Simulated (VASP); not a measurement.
# Pd (Fm-3m) in VASP: a series of runs

Runs on Pd. Level: PBEsol. Tasks: single point, relaxation of cell and atoms.

Everything below comes from runs of VASP 6.6.1. Logs are shortened: lines on timing, memory, paths and dates and some standing lists are left out, and cuts for length are marked.

## 1. The cell of the first run

It takes space group Fm-3m (No. 225, cubic). The conventional cell has a = 3.819 Å, b = 3.819 Å, c = 3.819 Å, α = 90.00°, β = 90.00°, γ = 90.00°. Within 3.6 Å of Pd (site symmetry m-3m) lie 12 Pd at 2.70 Å.

## 2. Single point, PBEsol

Input file INCAR:

```
  PREC = Accurate
  ENCUT = 500
  EDIFF = 1E-6
  ISMEAR = 0
  SIGMA = 0.1
  LREAL = F
  LASPH = T
  NELM = 120
  ALGO = Normal
  ISIF = 2
  LWAVE = F
  LCHARG = F
  GGA = PS
  NBANDS = 11
  GGA_COMPAT = F
```

Input file KPOINTS:

```
regular mesh
0
Gamma
  10 10 10
```

Input file POSCAR:

```
Pd
1.0
    0.0000000000      1.9093874928      1.9093874928
    1.9093874928      0.0000000000      1.9093874928
    1.9093874928      1.9093874928      0.0000000000
Pd
1
Direct
    0.0000000000      0.0000000000      0.0000000000
```

Potentials or basis: VASP PAW PBE potentials, release 64 (Pd).

Launch:

```
cat potpaw_PBE.64/Pd/POTCAR > POTCAR
mpirun -np 1 vasp_std > vasp.out
```

OUTCAR:

```text
PREC = Accurate
   ENCUT = 500
   EDIFF = 1E-6
   ISMEAR = 0
   LREAL = F
   LASPH = T
   NELM = 120
   ISIF = 2
   GGA = PS

 ion  position               nearest neighbor table
   1  0.000  0.000  0.000-

  LATTYP: Found a face centered cubic cell.
 ALAT       =     3.8187749856

  Lattice vectors:

 A1 = (   0.0000000000,   1.9093874928,   1.9093874928)
 A2 = (   1.9093874928,   0.0000000000,   1.9093874928)
 A3 = (   1.9093874928,   1.9093874928,   0.0000000000)

Analysis of symmetry for initial positions (statically):
=====================================================================
 Subroutine PRICEL returns:
 Original cell was already a primitive cell.

 Routine SETGRP: Setting up the symmetry group for a
 face centered cubic supercell.

 Subroutine GETGRP returns: Found 48 space group operations
 (whereof 48 operations were pure point group operations)
 out of a pool of 48 trial point group operations.

The static configuration has the point symmetry O_h .

Analysis of symmetry for dynamics (positions and initial velocities):
=====================================================================
 Subroutine PRICEL returns:
 Original cell was already a primitive cell.

 Routine SETGRP: Setting up the symmetry group for a
 face centered cubic supercell.

 Subroutine GETGRP returns: Found 48 space group operations
 (whereof 48 operations were pure point group operations)
 out of a pool of 48 trial point group operations.

The dynamic configuration has the point symmetry O_h .

 Subroutine INISYM returns: Found 48 space group operations
 (whereof 48 operations are pure point group operations),
 and found     1 'primitive' translations

----------------------------------------------------------------------------------------

                                     Primitive cell

  volume of cell :      13.9223

  direct lattice vectors                    reciprocal lattice vectors
     0.000000000  1.909387493  1.909387493    -0.261864080  0.261864080  0.261864080
     1.909387493  0.000000000  1.909387493     0.261864080 -0.261864080  0.261864080
     1.909387493  1.909387493  0.000000000     0.261864080  0.261864080 -0.261864080

  length of vectors
     2.700281688  2.700281688  2.700281688     0.453561892  0.453561892  0.453561892

  position of ions in fractional coordinates (direct lattice)
     0.000000000  0.000000000  0.000000000

  ion indices of the primitive-cell ions
   primitive index   ion index
                 1           1

----------------------------------------------------------------------------------------

 KPOINTS: regular mesh

Automatic generation of k-mesh.
 Grid dimensions read from file:
 generate k-points for:   10   10   10

 Generating k-lattice:

  Cartesian coordinates                     Fractional coordinates (reciprocal lattice)
    -0.026186408  0.026186408  0.026186408     0.100000000  0.000000000  0.000000000
     0.026186408 -0.026186408  0.026186408     0.000000000  0.100000000  0.000000000
     0.026186408  0.026186408 -0.026186408     0.000000000  0.000000000  0.100000000

  Length of vectors
     0.045356189  0.045356189  0.045356189

  Shift w.r.t. Gamma in fractional coordinates (k-lattice)
     0.000000000  0.000000000  0.000000000

 Subroutine IBZKPT returns following result:
 ===========================================

 Found     47 irreducible k-points:

 Following reciprocal coordinates:
            Coordinates               Weight
  0.000000  0.000000  0.000000      1.000000
  0.100000  0.000000  0.000000      8.000000
  0.200000  0.000000  0.000000      8.000000
  0.300000  0.000000  0.000000      8.000000
  0.400000  0.000000  0.000000      8.000000
  0.500000  0.000000  0.000000      4.000000
[... 16 lines left out ...]
  0.300000  0.300000  0.000000      6.000000
  0.400000  0.300000  0.000000     24.000000
 [... further k-points ...]
   k-points           NKPTS =     47   k-points in BZ     NKDIM =     47   number of bands    NBANDS=     11
   number of dos      NEDOS =    301   number of ions     NIONS =      1
   total plane-waves  NPLWV =   8000
   dimension x,y,z NGX =    20 NGY =   20 NGZ =   20
   dimension x,y,z NGXF=    40 NGYF=   40 NGZF=   40
   ions per type =               1
   NGX,Y,Z   is equivalent  to a cutoff of  12.31, 12.31, 12.31 a.u.
   NGXF,Y,Z  is equivalent  to a cutoff of  24.63, 24.63, 24.63 a.u.
 SYSTEM =  unknown system
   PREC   = accura    normal or accurate (medium, high low for compatibility)
   ISTART =      0    job   : 0-new  1-cont  2-samecut
   ICHARG =      2    charge: 1-file 2-atom 10-const
   ISPIN  =      1    spin polarized calculation?
   LNONCOLLINEAR =      F non collinear calculations
   LSORBIT =      F    spin-orbit coupling
   LASPH  =      T    aspherical Exc in radial PAW
   ENCUT  =  500.0 eV  36.75 Ry    6.06 a.u.   4.92  4.92  4.92*2*pi/ulx,y,z
   NELM   =    120;   NELMIN=  2; NELMDL= -5     # of ELM steps
   EDIFF  = 0.1E-05   stopping-criterion for ELM
   LREAL  =      F    real-space projection
   EDIFFG = 0.1E-04   stopping-criterion for IOM
   NSW    =      0    number of steps for IOM
   IBRION =     -1    ionic relax: 0-MD 1-quasi-New 2-CG
   NFREE  =      0    steps in history (QN), initial steepest desc. (CG)
   ISIF   =      2    stress and relaxation
   ISYM   =      2    0-nonsym 1-usesym 2-fastsym
   POTIM  = 0.5000    time-step for ionic-motion
   TEBEG  =    0.0;   TEEND  =   0.0 temperature during run
   PSTRESS=    0.0 pullay stress
   NELECT =      10.0000    total number of electrons
   NUPDOWN=      -1.0000    fix difference up-down
   EMIN   =  10.00;   EMAX   =-10.00  energy-range for DOS
   EFERMI =   0.00;   METHOD = LEGACY
   ISMEAR =     0;   SIGMA  =   0.10  broadening in eV -4-tet -1-fermi 0-gaus
   EFERMI_NEDOS =   21; number of points for ismear=-14 and -15
   IALGO  =     38    algorithm
   IMIX   =      4    mixing-type and parameters
     AMIX     =   0.40;   BMIX     =  1.00
     AMIX_MAG =   1.60;   BMIX_MAG =  1.00
  volume/ion in A,a.u.               =      13.92        93.95
  Fermi-wavevector in a.u.,A,eV,Ry     =   1.466124  2.770573 29.245997  2.149520
  Thomas-Fermi vector in A             =   2.581899
   LORBIT       =      0    0 simple, 1 ext, 2 COOP (PROOUT), +10 PAW based schemes
   GGA     = PS    functional components
   LHFCALC =     F    Hartree Fock is set to
   AEXX    =    0.0000 exact exchange contribution
   IVDW    =     0    specifies the selected vdW correction
   LEPSILON=     F    determine dielectric tensor
   LRPA    =     F    only Hartree local field effects (RPA)
 non-spin polarized calculation
 Gauss-broadening in eV      SIGMA  =   0.10
  energy-cutoff  :      500.00
  volume of cell :       13.92
 maximum number of plane-waves:       364
   NGX =  9   NGY =  9   NGZ =  9

 number of electron      10.0000004 magnetization

 Free energy of the ion-electron system (eV)
  ---------------------------------------------------
  ext. energy  EPLUGINS =         0.00000000
  ---------------------------------------------------
  free energy    TOTEN  =        -5.96089234 eV

  energy without entropy =       -5.95336427  energy(sigma->0) =       -5.95712830

 E-fermi :  10.6628     XC(G=0): -13.7404

 val. band max:       10.6495736114   @ k =   0.5000   0.1000   0.0000
 cond. band min:      10.6986203971   @ k =   0.5000   0.2000   0.0000
 fundamental gap:      0.0490467857
 Fermi energy:        10.6628119148

 k-point     1 :       0.0000    0.0000    0.0000
  band No.  band energies     occupation
      1       2.9295      2.00000
      2       7.5110      2.00000
      3       7.5110      2.00000
      4       7.5110      2.00000
      5       9.3040      2.00000
      6       9.3040      2.00000
      7      27.7665      0.00000
      8      32.8691      0.00000
      9      32.8691      0.00000
     10      32.8691      0.00000
     11      36.5486      0.00000

 k-point     2 :       0.1000    0.0000    0.0000
  band No.  band energies     occupation
      1       3.3054      2.00000
      2       7.3772      2.00000
      3       7.6404      2.00000
      4       7.6404      2.00000
      5       9.2447      2.00000
      6       9.2447      2.00000
      7      28.1799      0.00000
      8      30.8797      0.00000
      9      33.3389      0.00000
     10      33.3389      0.00000
     11      36.5958      0.00000

 k-point     3 :       0.2000    0.0000    0.0000
  band No.  band energies     occupation
      1       4.2455      2.00000
      2       7.2404      2.00000
      3       7.8385      2.00000
      4       7.8385      2.00000
      5       9.2763      2.00000
      6       9.2763      2.00000
      7      27.3007      0.00000
      8      29.1091      0.00000
      9      34.5001      0.00000
     10      34.5001      0.00000
     11      36.6247      0.00000

 k-point     4 :       0.3000    0.0000    0.0000
  band No.  band energies     occupation
      1       4.9109      2.00000
      2       7.7528      2.00000
      3       7.7528      2.00000
      4       8.0463      2.00000
      5       9.7468      2.00000
      6       9.7468      2.00000
      7      23.7502      0.00000
      8      28.5208      0.00000
      9      34.6724      0.00000
     10      34.6724      0.00000
     11      36.5565      0.00000

 k-point     5 :       0.4000    0.0000    0.0000
  band No.  band energies     occupation
      1       4.8951      2.00000
      2       7.5476      2.00000
      3       7.5476      2.00000
      4      10.0547      2.00000
      5      10.3593      1.99998
      6      10.3593      1.99998
      7      20.2355      0.00000
      8      27.5319      0.00000
      9      32.9539      0.00000
     10      32.9539      0.00000
     11      36.5829      0.00000
[... 211 lines left out ...]
 k-point    21 :      -0.3000    0.2000    0.0000
  band No.  band energies     occupation
      1       5.9662      2.00000
      2       7.0445      2.00000
      3       7.5511      2.00000
      4       8.3316      2.00000
      5       9.4904      2.00000
      6      13.0225      0.00000
      7      22.0769      0.00000
      8      25.6285      0.00000
      9      30.2411      0.00000
     10      33.1442      0.00000
     11      36.4827      0.00000

 k-point    22 :      -0.2000    0.2000    0.0000
  band No.  band energies     occupation
      1       5.8473      2.00000
      2       6.7201      2.00000
      3       7.5933      2.00000
      4       8.5270      2.00000
      5       8.6938      2.00000
      6      11.3214      0.00000
      7      25.3727      0.00000
      8      26.4184      0.00000
      9      31.5117      0.00000
     10      34.0748      0.00000
     11      35.7777      0.00000

 k-point    23 :       0.3000    0.3000    0.0000
  band No.  band energies     occupation
      1       5.3384      2.00000
      2       5.7699      2.00000
      3       9.3313      2.00000
      4       9.4582      2.00000
      5       9.4582      2.00000
      6      10.1285      2.00000
      7      27.7010      0.00000
      8      27.7010      0.00000
      9      28.1250      0.00000
     10      31.5421      0.00000
     11      33.5360      0.00000

 k-point    24 :       0.4000    0.3000    0.0000
  band No.  band energies     occupation
      1       5.3193      2.00000
      2       5.6140      2.00000
      3       9.0233      2.00000
      4       9.5938      2.00000
      5      10.5587      1.85903
      6      11.6752      0.00000
      7      24.6944      0.00000
      8      26.4155      0.00000
      9      26.6414      0.00000
     10      32.1222      0.00000
     11      34.5108      0.00000

 [... further k-points ...]

------------------------ aborting loop because EDIFF is reached ----------------------------------------

  FORCE on cell =-STRESS in cart. coord.  units (eV):
  Direction    XX          YY          ZZ          XY          YZ          ZX
  --------------------------------------------------------------------------------------
  -------------------------------------------------------------------------------------
  Total        0.8419751      0.8419751      0.8419751      0.0000000      0.0000000      0.0000000
  in kB       96.8941584     96.8941584     96.8941584      0.0000000      0.0000000      0.0000000
  external PRESSURE =      96.8941584 kB  Pullay stress =       0.0000000 kB

 VOLUME and BASIS-vectors are now :
 -----------------------------------------------------------------------------
  energy-cutoff  :      500.00
  volume of cell :       13.92
      direct lattice vectors                 reciprocal lattice vectors
     0.000000000  1.909387493  1.909387493    -0.261864080  0.261864080  0.261864080
     1.909387493  0.000000000  1.909387493     0.261864080 -0.261864080  0.261864080
     1.909387493  1.909387493  0.000000000     0.261864080  0.261864080 -0.261864080

 POSITION                                       TOTAL-FORCE (eV/Angst)
 -----------------------------------------------------------------------------------
      0.00000      0.00000      0.00000        -0.000000     -0.000000      0.000000
 -----------------------------------------------------------------------------------
    total drift:                                0.000000      0.000000      0.000000

  FREE ENERGIE OF THE ION-ELECTRON SYSTEM (eV)
  ---------------------------------------------------
  free  energy   TOTEN  =        -5.9608923367 eV

  energy  without entropy=       -5.9533642670  energy(sigma->0) =       -5.95712830
```

It took 3.2 s on 1 thread of Intel Xeon 6975P-C (Granite Rapids), shared host; peak memory 0.12 GiB.

Results:

* Free energy: -5.9609 eV
* Pressure: 9.7 GPa
* Band gap on the k mesh: zero (bands 5 and 6 overlap by 1.74 eV)

Caveat: the cell stands under pressure; the PAW data sets were made with another functional, which shifts forces and pressure a little.

(Continued in part 2 of 2.)
